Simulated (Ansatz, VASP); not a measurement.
**One calculation of MgO, two programs**

The input POSCAR:

```
MgO
1.0
    3.6904998550     -0.0039340921     -0.1932041739
    0.0039340921     -4.6843152886      0.0096584464
    0.1932041739      0.0096584464     -3.9273798569
Mg O
4 4
Direct
    0.0187625409     -0.0078249124     -0.0388519878
    0.4677355697      0.4997549658      0.0171729159
    0.5312957133     -0.0319432203      0.5254182764
   -0.0122438051      0.5108769986      0.4968465582
    0.4751746355      0.0330779850     -0.0207583686
    0.0078790434      0.5134807600     -0.0135196168
    0.0342601739     -0.0342048150      0.5588160462
    0.4771361283      0.5167822383      0.4748761765
```

The input INCAR.step1:

```
SYSTEM = MgO
PREC = Accurate
ENCUT = 520
ISMEAR = 0
SIGMA = 0.05
LREAL = .FALSE.
LASPH = .TRUE.
NELM = 100
NBANDS = 26
GGA = PE
ALGO = Normal
EDIFF = 1E-4
LWAVE = .TRUE.
LCHARG = .FALSE.
```

File INCAR.step2:

```
SYSTEM = MgO
PREC = Accurate
ENCUT = 520
EDIFF = 1E-6
ISMEAR = 0
SIGMA = 0.05
LREAL = .FALSE.
LASPH = .TRUE.
NELM = 100
ALGO = Normal
ISIF = 2
LWAVE = .FALSE.
LCHARG = .FALSE.
METAGGA = R2SCAN
LMIXTAU = .TRUE.
NBANDS = 26
ISTART = 1
```

KPOINTS

```
regular mesh
0
G
  6 6 6
  0 0 0
```

Input for Ansatz:

```yaml
crystal:
  lattice:
    - [3.690499855, -0.0039340921, -0.1932041739]
    - [0.0039340921, -4.6843152886, 0.0096584464]
    - [0.1932041739, 0.0096584464, -3.9273798569]
  atoms:
    - { symbol: Mg, position: [0.0187625409, -0.0078249124, -0.0388519878] }
    - { symbol: Mg, position: [0.4677355697, 0.4997549658, 0.0171729159] }
    - { symbol: Mg, position: [0.5312957133, -0.0319432203, 0.5254182764] }
    - { symbol: Mg, position: [-0.0122438051, 0.5108769986, 0.4968465582] }
    - { symbol: O, position: [0.4751746355, 0.033077985, -0.0207583686] }
    - { symbol: O, position: [0.0078790434, 0.51348076, -0.0135196168] }
    - { symbol: O, position: [0.0342601739, -0.034204815, 0.5588160462] }
    - { symbol: O, position: [0.4771361283, 0.5167822383, 0.4748761765] }
basis:
  ecutwfc: 500
kpoints:
  mp_grid: { grid: [6, 6, 6] }
hamiltonian:
  xc: r2scan
scf:
  occupations: { method: gaussian, width: 0.05 }
output:
  forces: true
  stress: true
  eigenvalues: true
```

Change from the starting cell: all atoms moved at random (sigma 0.15 Å a component), cell strained at random (sigma 0.05).

Alike in both runs: task single point; functional r2SCAN; k mesh 6 × 6 × 6; occupations gaussian, width 0.05 eV; no spin polarisation.

|  | VASP | Ansatz |
| --- | --- | --- |
| version | VASP 6.6.1 | Ansatz 0.2.0 |
| potentials or method | VASP PAW PBE potentials, release 64 (Mg, O), cutoff 520 eV | scalar-relativistic, plane waves, PAW |
| valence electrons in the cell | 32 | 64 |

Ansatz gave:

| Quantity | Value |
| --- | --- |
| gap on the k mesh at the Fermi level (eV) | 5.26 |
| least direct gap on the mesh (eV) | 5.26 |
| pressure (GPa) | 55.5 |
| traceless stress, the component that is largest in VASP (GPa) | -54.81 |
| rms of the force components (eV/Å) | 3.734 |

Q: Estimate VASP's values.

A: gap on the k mesh at the Fermi level (eV): 5.25; least direct gap on the mesh (eV): 5.25; pressure (GPa): 56.2; traceless stress, the component that is largest in VASP (GPa): -56.16; rms of the force components (eV/Å): 3.883.

VASP's potentials were made for PBE, not for r2SCAN. Atom by atom the forces differ by 0.152 eV/Å (rms over components). Both programs put the cell under a high pressure, so it lies far from rest at this level. With one functional, cell and mesh, what is left measures potentials, basis and numerics. VASP's potentials hold 32 valence electrons a cell and Ansatz's 64, so a difference there can come from the potentials and not from the codes.
